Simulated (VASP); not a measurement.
# Pt (Pm-3m) in VASP: a series of runs

The runs below take Pt through single point, with LDA.

All numbers are computed with VASP 6.6.1; they aren't measurements. Logs are shortened: lines on timing, memory, paths and dates and some standing lists are left out, and cuts for length are marked.

## Step 1: The cell of the first run

Symmetry: Pm-3m, No. 221, cubic system. The conventional cell has a = 2.570 Å, b = 2.570 Å, c = 2.570 Å, α = 90.00°, β = 90.00°, γ = 90.00°. Within 3.4 Å of Pt (site symmetry m-3m) lie 6 Pt at 2.57 Å.

This isn't the form of Pt at room conditions, which is fcc.

## Step 2: Single point, LDA

INCAR reads:

```
ALGO = Normal
EDIFF = 1E-7
ENCUT = 520
ISIF = 2
ISMEAR = -1
LASPH = True
LCHARG = False
LREAL = False
LWAVE = False
NBANDS = 11
NELM = 80
PREC = Accurate
SIGMA = 0.1
```

KPOINTS reads:

```
k-points
0
Gamma
  12 12 12
```

POSCAR reads:

```
Pt
1.0
    2.5702419731      0.0000000000      0.0000000000
    0.0000000000      2.5702419731      0.0000000000
    0.0000000000      0.0000000000      2.5702419731
Pt
1
Direct
    0.0000000000      0.0000000000      0.0000000000
```

Potentials or basis: VASP PAW LDA potentials, release 64 (Pt).

Run with:

```sh
cat potpaw_LDA.64/Pt/POTCAR > POTCAR
mpirun -np 1 vasp_std > vasp.out
```

OUTCAR:

```text
EDIFF = 1E-7
   ENCUT = 520
   ISIF = 2
   ISMEAR = -1
   LASPH = True
   LREAL = False
   NELM = 80
   PREC = Accurate

 ion  position               nearest neighbor table
   1  0.000  0.000  0.000-

  LATTYP: Found a simple cubic cell.
 ALAT       =     2.5702419731

  Lattice vectors:

 A1 = (   2.5702419731,   0.0000000000,   0.0000000000)
 A2 = (   0.0000000000,   2.5702419731,   0.0000000000)
 A3 = (   0.0000000000,   0.0000000000,   2.5702419731)

Analysis of symmetry for initial positions (statically):
=====================================================================
 Subroutine PRICEL returns:
 Original cell was already a primitive cell.

 Routine SETGRP: Setting up the symmetry group for a
 simple cubic supercell.

 Subroutine GETGRP returns: Found 48 space group operations
 (whereof 48 operations were pure point group operations)
 out of a pool of 48 trial point group operations.

The static configuration has the point symmetry O_h .

Analysis of symmetry for dynamics (positions and initial velocities):
=====================================================================
 Subroutine PRICEL returns:
 Original cell was already a primitive cell.

 Routine SETGRP: Setting up the symmetry group for a
 simple cubic supercell.

 Subroutine GETGRP returns: Found 48 space group operations
 (whereof 48 operations were pure point group operations)
 out of a pool of 48 trial point group operations.

The dynamic configuration has the point symmetry O_h .

 Subroutine INISYM returns: Found 48 space group operations
 (whereof 48 operations are pure point group operations),
 and found     1 'primitive' translations

----------------------------------------------------------------------------------------

                                     Primitive cell

  volume of cell :      16.9794

  direct lattice vectors                    reciprocal lattice vectors
     2.570241973  0.000000000  0.000000000     0.389068426  0.000000000  0.000000000
     0.000000000  2.570241973  0.000000000     0.000000000  0.389068426  0.000000000
     0.000000000  0.000000000  2.570241973     0.000000000  0.000000000  0.389068426

  length of vectors
     2.570241973  2.570241973  2.570241973     0.389068426  0.389068426  0.389068426

  position of ions in fractional coordinates (direct lattice)
     0.000000000  0.000000000  0.000000000

  ion indices of the primitive-cell ions
   primitive index   ion index
                 1           1

----------------------------------------------------------------------------------------

 KPOINTS: k-points

Automatic generation of k-mesh.
 Grid dimensions read from file:
 generate k-points for:   12   12   12

 Generating k-lattice:

  Cartesian coordinates                     Fractional coordinates (reciprocal lattice)
     0.032422369  0.000000000  0.000000000     0.083333333  0.000000000  0.000000000
     0.000000000  0.032422369  0.000000000     0.000000000  0.083333333  0.000000000
     0.000000000  0.000000000  0.032422369     0.000000000  0.000000000  0.083333333

  Length of vectors
     0.032422369  0.032422369  0.032422369

  Shift w.r.t. Gamma in fractional coordinates (k-lattice)
     0.000000000  0.000000000  0.000000000

 Subroutine IBZKPT returns following result:
 ===========================================

 Found     84 irreducible k-points:

 Following reciprocal coordinates:
            Coordinates               Weight
  0.000000  0.000000  0.000000      1.000000
  0.083333  0.000000  0.000000      6.000000
  0.166667  0.000000  0.000000      6.000000
  0.250000  0.000000  0.000000      6.000000
  0.333333  0.000000  0.000000      6.000000
  0.416667  0.000000  0.000000      6.000000
[... 16 lines left out ...]
  0.333333  0.333333  0.000000     12.000000
  0.416667  0.333333  0.000000     24.000000
 [... further k-points ...]
   k-points           NKPTS =     84   k-points in BZ     NKDIM =     84   number of bands    NBANDS=     11
   number of dos      NEDOS =    301   number of ions     NIONS =      1
   total plane-waves  NPLWV =   8000
   dimension x,y,z NGX =    20 NGY =   20 NGZ =   20
   dimension x,y,z NGXF=    40 NGYF=   40 NGZF=   40
   ions per type =               1
   NGX,Y,Z   is equivalent  to a cutoff of  12.94, 12.94, 12.94 a.u.
   NGXF,Y,Z  is equivalent  to a cutoff of  25.87, 25.87, 25.87 a.u.
 SYSTEM =  unknown system
   PREC   = accura    normal or accurate (medium, high low for compatibility)
   ISTART =      0    job   : 0-new  1-cont  2-samecut
   ICHARG =      2    charge: 1-file 2-atom 10-const
   ISPIN  =      1    spin polarized calculation?
   LNONCOLLINEAR =      F non collinear calculations
   LSORBIT =      F    spin-orbit coupling
   LASPH  =      T    aspherical Exc in radial PAW
   ENCUT  =  520.0 eV  38.22 Ry    6.18 a.u.   4.78  4.78  4.78*2*pi/ulx,y,z
   NELM   =     80;   NELMIN=  2; NELMDL= -5     # of ELM steps
   EDIFF  = 0.1E-06   stopping-criterion for ELM
   LREAL  =      F    real-space projection
   EDIFFG = 0.1E-05   stopping-criterion for IOM
   NSW    =      0    number of steps for IOM
   IBRION =     -1    ionic relax: 0-MD 1-quasi-New 2-CG
   NFREE  =      0    steps in history (QN), initial steepest desc. (CG)
   ISIF   =      2    stress and relaxation
   ISYM   =      2    0-nonsym 1-usesym 2-fastsym
   POTIM  = 0.5000    time-step for ionic-motion
   TEBEG  =    0.0;   TEEND  =   0.0 temperature during run
   PSTRESS=    0.0 pullay stress
   NELECT =      10.0000    total number of electrons
   NUPDOWN=      -1.0000    fix difference up-down
   EMIN   =  10.00;   EMAX   =-10.00  energy-range for DOS
   EFERMI =   0.00;   METHOD = LEGACY
   ISMEAR =    -1;   SIGMA  =   0.10  broadening in eV -4-tet -1-fermi 0-gaus
   EFERMI_NEDOS =   21; number of points for ismear=-14 and -15
   IALGO  =     38    algorithm
   IMIX   =      4    mixing-type and parameters
     AMIX     =   0.40;   BMIX     =  1.00
     AMIX_MAG =   1.60;   BMIX_MAG =  1.00
  volume/ion in A,a.u.               =      16.98       114.58
  Fermi-wavevector in a.u.,A,eV,Ry     =   1.372253  2.593182 25.620831  1.883078
  Thomas-Fermi vector in A             =   2.497877
   LORBIT       =      0    0 simple, 1 ext, 2 COOP (PROOUT), +10 PAW based schemes
   GGA     = CA    functional components
   LHFCALC =     F    Hartree Fock is set to
   AEXX    =    0.0000 exact exchange contribution
   IVDW    =     0    specifies the selected vdW correction
   LEPSILON=     F    determine dielectric tensor
   LRPA    =     F    only Hartree local field effects (RPA)
 non-spin polarized calculation
  energy-cutoff  :      520.00
  volume of cell :       16.98
 maximum number of plane-waves:       480
 NGX is ok and might be reduce to    20
   NGX =  9   NGY =  9   NGZ =  9

 number of electron      10.0000000 magnetization

 number of electron       9.9999998 magnetization

 Free energy of the ion-electron system (eV)
  ---------------------------------------------------
  ext. energy  EPLUGINS =         0.00000000
  ---------------------------------------------------
  free energy    TOTEN  =        -6.99134720 eV

  energy without entropy =       -6.95137614  energy(sigma->0) =       -6.97136167

 E-fermi :   8.9975     XC(G=0): -12.8660

 val. band max:        8.9967846764   @ k =   0.4167   0.1667   0.0000
 cond. band min:       9.0019711575   @ k =   0.0833   0.0833   0.0000
 fundamental gap:      0.0051864811
 Fermi energy:         8.9975108643

 k-point     1 :       0.0000    0.0000    0.0000
  band No.  band energies     occupation
      1       0.0519      2.00000
      2       2.8466      2.00000
      3       2.8466      2.00000
      4       9.4063      0.03300
      5       9.4063      0.03300
      6       9.4063      0.03300
      7      24.4875      0.00000
      8      24.4875      0.00000
      9      24.4875      0.00000
     10      30.6068      0.00000
     11      33.3705      0.00000

 k-point     2 :       0.0833    0.0000    0.0000
  band No.  band energies     occupation
      1       0.2578      2.00000
      2       2.8861      2.00000
      3       3.0393      2.00000
      4       9.2083      0.21672
      5       9.2083      0.21672
      6       9.4217      0.02835
      7      23.1787      0.00000
      8      24.8619      0.00000
      9      24.8619      0.00000
     10      31.3860      0.00000
     11      32.0104      0.00000

 k-point     3 :       0.1667    0.0000    0.0000
  band No.  band energies     occupation
      1       0.8010      2.00000
      2       2.9960      2.00000
      3       3.6452      2.00000
      4       8.7038      1.89931
      5       8.7038      1.89931
      6       9.4641      0.01865
      7      20.7692      0.00000
      8      25.8724      0.00000
      9      25.8724      0.00000
     10      29.9373      0.00000
     11      31.8469      0.00000

 k-point     4 :       0.2500    0.0000    0.0000
  band No.  band energies     occupation
      1       1.4918      2.00000
      2       3.1506      2.00000
      3       4.7061      2.00000
      4       8.0840      1.99978
      5       8.0840      1.99978
      6       9.5226      0.01043
      7      18.3542      0.00000
      8      27.2630      0.00000
      9      27.2630      0.00000
     10      28.0964      0.00000
     11      31.6055      0.00000

 k-point     5 :       0.3333    0.0000    0.0000
  band No.  band energies     occupation
      1       2.1365      2.00000
      2       3.3109      2.00000
      3       6.1343      2.00000
      4       7.5256      2.00000
      5       7.5256      2.00000
      6       9.5816      0.00579
      7      16.2232      0.00000
      8      26.6833      0.00000
      9      28.7489      0.00000
     10      28.7489      0.00000
     11      30.6491      0.00000
[... 211 lines left out ...]
 k-point    21 :       0.4167    0.2500    0.0000
  band No.  band energies     occupation
      1       3.4221      2.00000
      2       4.1750      2.00000
      3       6.0181      2.00000
      4       7.3584      2.00000
      5       8.4297      1.99318
      6       9.9572      0.00014
      7      15.4707      0.00000
      8      23.2894      0.00000
      9      26.4434      0.00000
     10      29.3501      0.00000
     11      33.2884      0.00000

 k-point    22 :       0.5000    0.2500    0.0000
  band No.  band energies     occupation
      1       3.5525      2.00000
      2       4.0761      2.00000
      3       6.0204      2.00000
      4       7.2313      2.00000
      5       8.4529      1.99141
      6      11.4484      0.00000
      7      13.9306      0.00000
      8      24.4984      0.00000
      9      25.3000      0.00000
     10      28.5139      0.00000
     11      34.3653      0.00000

 k-point    23 :       0.3333    0.3333    0.0000
  band No.  band energies     occupation
      1       3.3724      2.00000
      2       3.9310      2.00000
      3       7.3685      2.00000
      4       7.7613      1.99999
      5       7.9004      1.99997
      6       8.6642      1.93111
      7      17.5954      0.00000
      8      20.7669      0.00000
      9      26.6237      0.00000
     10      31.3395      0.00000
     11      32.9566      0.00000

 k-point    24 :       0.4167    0.3333    0.0000
  band No.  band energies     occupation
      1       3.3882      2.00000
      2       3.7537      2.00000
      3       7.4670      2.00000
      4       7.8934      1.99997
      5       7.9112      1.99996
      6      10.6066      0.00000
      7      15.7371      0.00000
      8      21.3984      0.00000
      9      25.1767      0.00000
     10      30.0395      0.00000
     11      33.2775      0.00000

 [... further k-points ...]

------------------------ aborting loop because EDIFF is reached ----------------------------------------

  FORCE on cell =-STRESS in cart. coord.  units (eV):
  Direction    XX          YY          ZZ          XY          YZ          ZX
  --------------------------------------------------------------------------------------
  -------------------------------------------------------------------------------------
  Total        0.0450501      0.0450501      0.0450501      0.0000000     -0.0000000     -0.0000000
  in kB        4.2509370      4.2509370      4.2509370      0.0000000     -0.0000000     -0.0000000
  external PRESSURE =       4.2509370 kB  Pullay stress =       0.0000000 kB

 VOLUME and BASIS-vectors are now :
 -----------------------------------------------------------------------------
  energy-cutoff  :      520.00
  volume of cell :       16.98
      direct lattice vectors                 reciprocal lattice vectors
     2.570241973  0.000000000  0.000000000     0.389068426  0.000000000  0.000000000
     0.000000000  2.570241973  0.000000000     0.000000000  0.389068426  0.000000000
     0.000000000  0.000000000  2.570241973     0.000000000  0.000000000  0.389068426

 POSITION                                       TOTAL-FORCE (eV/Angst)
 -----------------------------------------------------------------------------------
      0.00000      0.00000      0.00000         0.000000      0.000000      0.000000
 -----------------------------------------------------------------------------------
    total drift:                                0.000000      0.000000      0.000000

  FREE ENERGIE OF THE ION-ELECTRON SYSTEM (eV)
  ---------------------------------------------------
  free  energy   TOTEN  =        -6.9913472040 eV

  energy  without entropy=       -6.9513761365  energy(sigma->0) =       -6.97136167
```

Run time: 13 s. Hardware: 1 thread of Intel Xeon 8259CL, shared host; peak memory 0.13 GiB.

Results:

| Quantity | Value |
| --- | --- |
| Free energy | -6.9913 eV |
| Pressure | 0.4 GPa |
| Band gap on the k mesh | zero (bands 5 and 6 overlap by 3.33 eV) |

Levels at points of the mesh, in eV from the Fermi level:
```
           k point  band 2  band 3  band 4  band 5  band 6  band 7  band 8  band 9
(0.00, 0.00, 0.00)   -6.15   -6.15    0.41    0.41    0.41   15.49   15.49   15.49
(0.50, 0.00, 0.00)   -5.52   -1.98   -1.98   -0.73    0.64    4.85   16.50   19.81
(0.50, 0.50, 0.00)   -4.99   -1.54   -1.54    2.16    4.51    4.51   10.28   13.87
(0.50, 0.50, 0.50)   -5.25   -5.25    2.32    2.32    9.78   10.39   10.39   10.39
```

Caveat: spin-orbit coupling is left out, which moves the levels of the heavy elements.

## Step 3: Single point, LDA (15.62 Å³/atom)

This run uses another cell than the first one, of 15.62 Å³/atom.

INCAR reads:

```
  PREC = Accurate
  ENCUT = 520
  EDIFF = 1E-6
  ISMEAR = -1
  SIGMA = 0.1
  LREAL = False
  LASPH = True
  NELM = 80
  ALGO = Normal
  ISIF = 2
  LWAVE = False
  LCHARG = False
  GGA = CA
  NBANDS = 11
```

KPOINTS reads:

```
Automatic mesh
0
Gamma
  14 14 14
```

POSCAR reads:

```
Pt
1.0
    2.4997886237      0.0000000000      0.0000000000
    0.0000000000      2.4997886237      0.0000000000
    0.0000000000      0.0000000000      2.4997886237
Pt
1
Direct
    0.0000000000      0.0000000000      0.0000000000
```

Potentials or basis: VASP PAW LDA potentials, release 64 (Pt).

Run with:

```sh
cat potpaw_LDA.64/Pt/POTCAR > POTCAR
mpirun -np 1 vasp_std > vasp.out
```

It took 16 s on 1 thread of Intel Xeon 8259CL, shared host; peak memory 0.13 GiB.

The run converged. Its results:

| Item | Value |
| --- | --- |
| Free energy | -6.8753 eV |
| Pressure | 24.8 GPa |
| Band gap on the k mesh | zero (bands 5 and 6 overlap by 4.01 eV) |

Levels at points of the mesh, in eV from the Fermi level:
| k point | band 2 | band 3 | band 4 | band 5 | band 6 | band 7 | band 8 | band 9 |
| --- | --- | --- | --- | --- | --- | --- | --- | --- |
| (0.00, 0.00, 0.00) | -7.00 | -7.00 | 0.45 | 0.45 | 0.45 | 15.89 | 15.89 | 15.89 |
| (0.50, 0.00, 0.00) | -6.28 | -2.32 | -2.32 | -1.16 | 0.73 | 5.41 | 16.38 | 20.18 |
| (0.50, 0.50, 0.00) | -5.63 | -1.80 | -1.80 | 2.46 | 4.50 | 4.50 | 11.42 | 14.43 |
| (0.50, 0.50, 0.50) | -6.05 | -6.05 | 2.65 | 2.65 | 9.37 | 10.96 | 10.96 | 10.96 |

Caveat: the cell stands under pressure; spin-orbit coupling is left out, which moves the levels of the heavy elements.
